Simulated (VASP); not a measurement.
A run of VASP 6.6.1 is set up as follows.

The input INCAR:

```
ALGO     = Normal         # electronic algorithm
EDIFF    = 1E-6           # SCF threshold, eV
ENCUT    = 500            # plane-wave cutoff, eV
GGA      = CA             # functional
GGA_COMPAT= F            
ISIF     = 2              # what is computed and relaxed
ISMEAR   = 0              # smearing method
LASPH    = T              # aspherical terms in the spheres
LCHARG   = F              # write CHGCAR
LREAL    = F              # projectors in reciprocal space
LWAVE    = F              # write WAVECAR
NBANDS   = 11             # bands
NELM     = 120            # most SCF steps
PREC     = Accurate       # precision mode
SIGMA    = 0.05           # smearing width, eV
```

File KPOINTS:

```
k-points
0
Gamma
  18 18 18
```

The input POSCAR:

```
Pd
1.0
    0.0000000000      1.9089972365      1.9089972365
    1.9089972365      0.0000000000      1.9089972365
    1.9089972365      1.9089972365      0.0000000000
Pd
1
Direct
    0.0000000000      0.0000000000      0.0000000000
```

Potentials or basis: VASP PAW LDA potentials, release 64 (Pd).

Launch:

```bash
$ cat potpaw_LDA.64/Pd/POTCAR > POTCAR
$ mpirun -np 1 vasp_std > vasp.out
```

**Question.** Estimate the pressure.

**Answer.** 4.2 GPa.

**Question.** What does it give for the band gap on the k mesh?

**Answer.** Zero (bands 5 and 6 overlap by 1.76 eV).

Caveat: the cell stands under pressure.
